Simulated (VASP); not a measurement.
Here is a VASP 6.6.1 calculation.

File INCAR:

```
PREC = Accurate ; ENCUT = 520
EDIFF = 1E-6 ; ISMEAR = 0
SIGMA = 0.1 ; LREAL = False
LASPH = True ; NELM = 60
ALGO = Normal ; ISIF = 2
LWAVE = False ; LCHARG = True
LDIPOL = True ; IDIPOL = 3
DIPOL = 0.5 0.5 0.500 ; GGA = PE
LELF = True ; LVHAR = True
LVACPOTAV = True ; EFIELD = -0.6
NBANDS = 48
```

The input KPOINTS:

```
regular mesh
0
Gamma
  12 8 1
```

File POSCAR:

```
Au
1.0
    2.9402155410      0.0000000000      0.0000000000
    0.0000000000      4.1580926944      0.0000000000
    0.0000000000      0.0000000000     23.8206466230
Au
7
Direct
    0.5000000000      0.5000000000      0.3148529139
    0.0000000000      0.0000000000      0.3765686093
    0.5000000000      0.5000000000      0.4382843046
    0.0000000000      0.0000000000      0.5000000000
    0.5000000000      0.5000000000      0.5617156954
    0.0000000000      0.0000000000      0.6234313907
    0.5000000000      0.5000000000      0.6851470861
```

Potentials or basis: VASP PAW PBE potentials, release 64 (Au).

Run with:

```bash
$ cat potpaw_PBE.64/Au/POTCAR > POTCAR
$ mpirun -np 1 vasp_std > vasp.out
```

(1) Predict the largest force.

(2) Predict the band gap on the k mesh.

Results:

(1) 0.433 eV/Å.

(2) zero (an odd number of electrons rules out a gap without spin polarisation).

Caveat: spin-orbit coupling is left out, which moves the levels of the heavy elements.
